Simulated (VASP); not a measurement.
Here is a VASP 6.6.1 calculation.

File POSCAR:

```
In4O5
1.0
    2.7435000000      1.5839600000      4.8366670000
   -2.7435000000      1.5839600000      4.8366670000
    0.0000000000     -3.1679210000      4.8366670000
In O
4 5
Direct
    0.3638220000      0.3531830000      0.3517750000
    0.1446400000      0.1456990000      0.1427710000
    0.6431650000      0.6340170000      0.6450530000
    0.8548550000      0.8580500000      0.8599180000
    0.5516270000      0.9533020000      0.2519650000
    0.9474860000      0.2410700000      0.5489890000
    0.2479580000      0.5438560000      0.9594030000
    0.4542070000      0.0509720000      0.7511570000
    0.0528960000      0.7510450000      0.4528560000
```

File INCAR.step1:

```
PREC     = Accurate       # precision mode
ENCUT    = 520            # plane-wave cutoff, eV
EDIFF    = 1E-5           # SCF threshold, eV
ISMEAR   = 0              # smearing method
SIGMA    = 0.01           # smearing width, eV
LREAL    = False          # projectors in reciprocal space
LASPH    = True           # aspherical terms in the spheres
NELM     = 120            # most SCF steps
ALGO     = Normal         # electronic algorithm
ISIF     = 2              # what is computed and relaxed
LWAVE    = True           # write WAVECAR
LCHARG   = False          # write CHGCAR
NBANDS   = 51             # bands
GGA      = PE             # functional
NELECT   = 80.0         
GGA_COMPAT= False
```

The input INCAR.step2:

```
PREC     = Accurate       # precision mode
ENCUT    = 520            # plane-wave cutoff, eV
EDIFF    = 1E-6           # SCF threshold, eV
ISMEAR   = 0              # smearing method
SIGMA    = 0.01           # smearing width, eV
LREAL    = False          # projectors in reciprocal space
LASPH    = True           # aspherical terms in the spheres
NELM     = 120            # most SCF steps
ALGO     = Normal         # electronic algorithm
ISIF     = 2              # what is computed and relaxed
LWAVE    = False          # write WAVECAR
LCHARG   = False          # write CHGCAR
GGA      = PE             # functional
LHFCALC  = True           # exact exchange
AEXX     = 0.25           # exact-exchange fraction
PRECFOCK = Fast         
NBANDS   = 51             # bands
ISTART   = 1            
NELECT   = 80.0         
GGA_COMPAT= False
```

Contents of KPOINTS:

```
regular mesh
0
Gamma
  1 1 1
```

Potentials or basis: VASP PAW PBE potentials, release 64 (In_d, O).

The run is started by

```console
$ cat potpaw_PBE.64/In_d/POTCAR potpaw_PBE.64/O/POTCAR > POTCAR
$ cp INCAR.step1 INCAR
$ mpirun -np 1 vasp_gam > vasp.out
$ cp INCAR.step2 INCAR
$ mpirun -np 1 vasp_gam > vasp.out
```

Question: Predict the largest force.

Answer: 1.444 eV/Å.

Forces in eV/Å, atoms in the order of the input:
```
In  -0.813 -0.758 -0.063
In   0.635  0.169  0.071
In  -0.904  0.609 -0.947
In   0.294  0.705  0.911
O    0.622  0.212  0.197
O   -0.641  0.394  0.108
O    0.353 -0.226  0.384
O    0.085 -0.354  0.102
O    0.371 -0.751 -0.762
```

Caveat: the k points lie up to 1.39 Å⁻¹ apart; the cell carries a net charge on a neutralising background, which shifts energy and pressure; the PAW data sets were made with another functional, which shifts forces and pressure a little.
